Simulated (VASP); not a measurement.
# BiMo (WC type): relaxation of cell and atoms with PBEsol

The system is BiMo (WC type).

```
CELL_PARAMETERS angstrom
2.58693 0.00000 0.00000
-1.29347 2.24035 0.00000
0.00000 0.00000 3.66252
ATOMIC_POSITIONS crystal
Mo 0.00000 0.00000 0.00000
Bi 0.33333 0.66667 0.50000
```

| Quantity | Value |
| --- | --- |
| Program | VASP 6.6.1 |
| Task | relaxation of cell and atoms |
| Functional | PBEsol |
| Potentials or basis | VASP PAW PBE potentials, release 64 (Mo_sv, Bi_d) |
| Cutoff | 600 eV |
| k mesh | 14 × 14 × 13 |
| Occupations | fermi-dirac, width 0.1 eV |
| Spin | no spin polarisation |
| Target pressure | 400 GPa |
| Dipole correction | no |
| Further INCAR settings | ALGO = Normal; EDIFF = 1e-06; IBRION = 2; EDIFFG = -0.005; NSW = 32; ISIF = 3 |

* Relaxed volume: 10.63 Å³/atom
* Relaxed cell: a = 2.587 Å, b = 2.587 Å, c = 3.669 Å, α = 90.00°, β = 90.00°, γ = 120.00°
* Space group after relaxing (to 0.05 Å): P-6m2 (No. 187)
* Energy change on relaxing (the enthalpy is what falls): -52.0 meV/atom
* Ionic steps: 12
* Pressure after relaxing: 400.0 GPa

Step by step:
```csv
step,energy change (eV),largest force (eV/Å),pressure (GPa),volume (Å³)
1,0.0000,0.0000,403.19,21.23
2,-1.5516,0.0000,358.12,21.88
3,-0.1158,0.0000,399.81,21.27
4,-0.1135,0.0000,399.81,21.27
5,-0.0568,0.0000,401.52,21.25
6,-0.1112,0.0000,399.95,21.27
7,-0.0900,0.0000,400.21,21.26
8,-0.1025,0.0000,400.10,21.27
9,-0.1026,0.0000,400.08,21.27
10,-0.1322,0.0000,399.23,21.28
11,-0.1055,0.0000,399.90,21.27
12,-0.1040,0.0000,399.97,21.27
```

Final structure:
```xyz
2
Lattice="2.5872 0.0000 0.0000 -1.2936 2.2406 0.0000 0.0000 0.0000 3.6688" Properties=species:S:1:pos:R:3 pbc="T T T"
Mo    0.0000    0.0000    0.0000
Bi    0.0000    1.4937    1.8344
```

Levels at points of the mesh, in eV from the Fermi level:
```
           k point  band 10  band 11  band 12  band 13  band 14  band 15  band 16  band 17  band 18
(0.00, 0.00, 0.00)   -21.00    -6.79    -4.30    -2.98    -2.98     0.29     0.29     6.16     9.59
(0.50, 0.00, 0.00)   -12.81   -11.20    -8.23    -6.10     0.12     2.73     4.72     5.22     5.75
```

It took 14 min on 1 thread of AMD EPYC 7R13, with other jobs on the host, peak memory 0.19 GiB.

Caveat: the cell is relaxed towards a set pressure, so the enthalpy falls and the energy may rise; the PAW data sets were made with another functional, which shifts forces and pressure a little; spin-orbit coupling is left out, which moves the levels of the heavy elements.
